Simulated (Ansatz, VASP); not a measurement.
**Two plane-wave programs on MgBe2SO2**

Contents of INCAR:

```
PREC = Accurate ; ENCUT = 600
EDIFF = 1E-7 ; ISMEAR = 0
SIGMA = 0.1 ; LREAL = False
LASPH = True ; NELM = 150
ALGO = Normal ; ISIF = 3
LWAVE = False ; LCHARG = False
ISPIN = 2 ; MAGMOM = 0 0 0 0 1 1
LORBIT = 11 ; GGA = PE
IBRION = 2 ; NSW = 90
EDIFFG = -0.04
```

The input KPOINTS:

```
Automatic mesh
0
Gamma
  6 6 4
```

POSCAR

```
MgBe2SO2
1.0
    3.6824920400      0.0000000000      0.0000000000
    0.0000000000      3.6824920400      0.0000000000
    0.0000000000      0.0000000000      5.2880065000
Mg Be S O
1 2 1 2
Direct
    0.5000000000      0.5000000000      0.5000000000
    0.0000000000      0.5000000000      0.0000000000
    0.5000000000      0.0000000000      0.0000000000
    0.5000000000      0.5000000000      0.0000000000
    0.0000000000      0.5000000000      0.5000000000
    0.5000000000      0.0000000000      0.5000000000
```

Input for Ansatz:

```yaml
crystal:
  lattice:
    - [3.68249204, 0.0, 0.0]
    - [0.0, 3.68249204, 0.0]
    - [0.0, 0.0, 5.2880065]
  atoms:
    - { symbol: Mg, position: [0.5, 0.5, 0.5] }
    - { symbol: Be, position: [0.0, 0.5, 0.0] }
    - { symbol: Be, position: [0.5, 0.0, 0.0] }
    - { symbol: S, position: [0.5, 0.5, 0.0] }
    - { symbol: O, position: [0.0, 0.5, 0.5], spin: 1.0 }
    - { symbol: O, position: [0.5, 0.0, 0.5], spin: 1.0 }
basis:
  ecutwfc: 420
kpoints:
  mp_grid: { grid: [6, 6, 4] }
hamiltonian:
  xc: pbe
scf:
  occupations: { method: gaussian, width: 0.1 }
  lower_state_search: "off"
output:
  forces: true
  stress: true
  eigenvalues: true
  populations: true
magnetization:
  spin_polarized: true
relax:
  adjacent_minimum: "off"
  f_tol: 0.04
  max_steps: 70
  cell: { stress_tol: 0.4 }
```

Alike in both runs: task relaxation of cell and atoms; functional PBE; k mesh 6 × 6 × 4; occupations gaussian, width 0.1 eV; collinear spin.

```csv
,VASP,Ansatz
version,VASP 6.6.1,Ansatz 0.2.0
potentials or method,"VASP PAW PBE potentials, release 64 (Mg, Be, S, O), cutoff 600 eV","scalar-relativistic, plane waves, PAW"
valence electrons in the cell,24,32
```

|  | VASP | Ansatz | Ansatz less VASP |
| --- | --- | --- | --- |
| gap on the k mesh at the Fermi level, each at its own relaxed structure (eV) | none | none | - |
| net moment per atom (μB) | 0.00 | 0.00 | 0.000 |
| relaxed volume (Å³/atom) | 12.98 | 13.07 | +0.094 |
| relaxed cell length with the largest relative difference (Å) | 4.327 | 4.351 | +0.0239 |

A gap of «none» marks a metal or a gap that the smearing closes. VASP's potentials hold 24 valence electrons a cell and Ansatz's 32, so a difference there can come from the potentials and not from the codes. Ansatz's warnings: seeded moment not kept.
